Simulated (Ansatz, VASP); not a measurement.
**AgCl in VASP and in Ansatz**

```
CELL_PARAMETERS angstrom
-0.01362 2.71695 2.71695
2.71695 -0.01362 2.71695
2.71695 2.71695 -0.01362
ATOMIC_POSITIONS crystal
Ag 0.00000 0.00000 0.00000
Cl 0.50000 0.50000 0.50000
```

Change from the starting cell: equal xy, yz and zx engineering shears of -0.5 %.

Alike in both runs: functional PBEsol; k mesh 8 × 8 × 8; no spin polarisation.

Ansatz relaxed the structure, and its values are those at the end. VASP's run is a single point on that final structure, the one shown.

|  | VASP | Ansatz |
| --- | --- | --- |
| version | VASP 6.6.1 | Ansatz 0.2.0 |
| potentials or method | VASP PAW PBE potentials, release 64 (Ag, Cl), cutoff 500 eV | all-electron LAPW, scalar-relativistic |
| occupations | gaussian, width 0.01 eV | fixed |

Ansatz gave:

| Item | Value |
| --- | --- |
| gap on the k mesh at the Fermi level (eV) | 0.72 |
| pressure (GPa) | 0.0 |

Problem. What did VASP give for the same quantities?

Solution. gap on the k mesh at the Fermi level (eV): 0.72; pressure (GPa): -0.1.

VASP's potentials were made for PBE, not for PBEsol. Ansatz ran all-electron here, and VASP with PAW potentials.
